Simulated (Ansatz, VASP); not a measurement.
**MgS in VASP and in Ansatz**

```xyz
4
Lattice="3.9695 0.0000 0.0000 -1.9848 3.4377 0.0000 0.0000 0.0000 6.6450" Properties=species:S:1:pos:R:3 pbc="T T T"
Mg    1.9848    1.1459    3.2943
Mg    0.0000    2.2918    6.6167
S     0.0000    2.2918    2.5201
S     1.9848    1.1459    5.8425
```

Alike in both runs: task single point; functional PBEsol; k mesh 9 × 9 × 4; occupations gaussian, width 0.05 eV; no spin polarisation.

```csv
,VASP,Ansatz
version,VASP 6.6.1,Ansatz 0.2.0
potentials or method,"VASP PAW PBE potentials, release 64 (Mg, S), cutoff 520 eV","scalar-relativistic, plane waves, PAW"
valence electrons in the cell,16,32
```

|  | VASP | Ansatz | Ansatz less VASP |
| --- | --- | --- | --- |
| gap on the k mesh at the Fermi level (eV) | 3.34 | 3.34 | -0.003 |
| least direct gap on the mesh (eV) | 3.34 | 3.34 | -0.003 |
| pressure (GPa) | -0.1 | 0.0 | +0.09 |
| traceless stress, the component that is largest in VASP (GPa) | -3.14 | -3.13 | +0.009 |
| rms of the force components (eV/Å) | 0.200 | 0.199 | -0.0005 |

VASP's potentials were made for PBE, not for PBEsol. Atom by atom the forces differ by 0.000 eV/Å (rms over components). With one functional, cell and mesh, what is left measures potentials, basis and numerics. VASP's potentials hold 16 valence electrons a cell and Ansatz's 32, so a difference there can come from the potentials and not from the codes.
